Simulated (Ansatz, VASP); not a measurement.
**SiNi: VASP beside Ansatz**

```
CELL_PARAMETERS angstrom
4.56335 0.00000 0.00000
0.00000 4.56335 0.00000
0.00000 0.00000 4.56335
ATOMIC_POSITIONS crystal
Si 0.84614 0.84614 0.84614
Si 0.65386 0.15386 0.34614
Si 0.34614 0.65386 0.15386
Si 0.15386 0.34614 0.65386
Ni 0.14776 0.14776 0.14776
Ni 0.35224 0.85224 0.64776
Ni 0.64776 0.35224 0.85224
Ni 0.85224 0.64776 0.35224
```

Alike in both runs: functional PBE; k mesh 8 × 8 × 8; occupations gaussian, width 0.1 eV; no spin polarisation.

Ansatz relaxed the structure, and its values are those at the end. VASP's run is a single point on that final structure, the one shown.

|  | VASP | Ansatz |
| --- | --- | --- |
| version | VASP 6.6.1 | Ansatz 0.2.0 |
| potentials or method | VASP PAW PBE potentials, release 64 (Si, Ni), cutoff 520 eV | scalar-relativistic, plane waves, PAW |
| valence electrons in the cell | 56 | 88 |

```csv
,VASP,Ansatz,Ansatz less VASP
gap on the k mesh at the Fermi level (eV),none,none,-
pressure (GPa),-4.9,-4.9,-0.06
```

A gap of «none» marks a metal or a gap that the smearing closes. VASP's potentials hold 56 valence electrons a cell and Ansatz's 88, so a difference there can come from the potentials and not from the codes. Ansatz's warnings: stress scf threshold loose.
